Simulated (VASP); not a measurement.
A run of VASP 6.6.1 is set up as follows.

File INCAR:

```
SYSTEM = BaS
ALGO = Normal
EDIFF = 1E-7
ENCUT = 520
GGA = PE
ISIF = 2
ISMEAR = 0
LASPH = .True.
LCHARG = .True.
LELF = .True.
LREAL = .False.
LVHAR = .True.
LWAVE = .False.
NBANDS = 15
NELM = 80
PREC = Accurate
SIGMA = 0.01
```

KPOINTS

```
k-points
0
Gamma
  6 6 6
  0 0 0
```

Contents of POSCAR:

```
BaS
1.0
    3.8337582660      0.0000000000      0.0000000000
    0.0000000000      3.8337582660      0.0000000000
    0.0000000000      0.0000000000      3.8337582660
Ba S
1 1
Direct
    0.0000000000      0.0000000000      0.0000000000
    0.5000000000      0.5000000000      0.5000000000
```

Potentials or basis: VASP PAW PBE potentials, release 64 (Ba_sv, S).

Command:

```bash
$ cat potpaw_PBE.64/Ba_sv/POTCAR potpaw_PBE.64/S/POTCAR > POTCAR
$ mpirun -np 1 vasp_std > vasp.out
```

Problem. Predict the pressure.

Solution. 1.2 GPa.

Problem. What does it give for the band gap on the k mesh?

Solution. 1.44 eV (least direct gap 1.55 eV).

Caveat: the structure was generated, so it needn't be the stable form of BaS; spin-orbit coupling is left out, which moves the levels of the heavy elements. A k mesh can miss the band edges.
